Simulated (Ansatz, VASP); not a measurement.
## Si in VASP and in Ansatz

```
Si
1.0
    -0.07581    2.72212    2.72212
     2.72212   -0.07581    2.72212
     2.64631    2.64631    0.00000
Si
2
Direct
  0.99651 0.99651 0.00349
  0.25349 0.25349 0.24651
```

Change from the starting cell: shear_xy strain -5.6%.

Alike in both runs: task single point; functional r2SCAN; k mesh 8 × 8 × 8; occupations fermi-dirac, width 0.02 eV; no spin polarisation.

|  | VASP | Ansatz |
| --- | --- | --- |
| version | VASP 6.6.1 | Ansatz 0.2.0 |
| potentials or method | VASP PAW PBE potentials, release 64 (Si) | plane waves, PAW |
| plane-wave cutoff (eV) | 520 | 500 |
| valence electrons in the cell | 8 | 8 |

|  | VASP | Ansatz | Ansatz less VASP |
| --- | --- | --- | --- |
| pressure (GPa) | -0.2 | 0.1 | +0.24 |
| traceless stress, the component that is largest in VASP (GPa) | 4.59 | 4.55 | -0.041 |

VASP's potentials were made for PBE, not for r2SCAN.
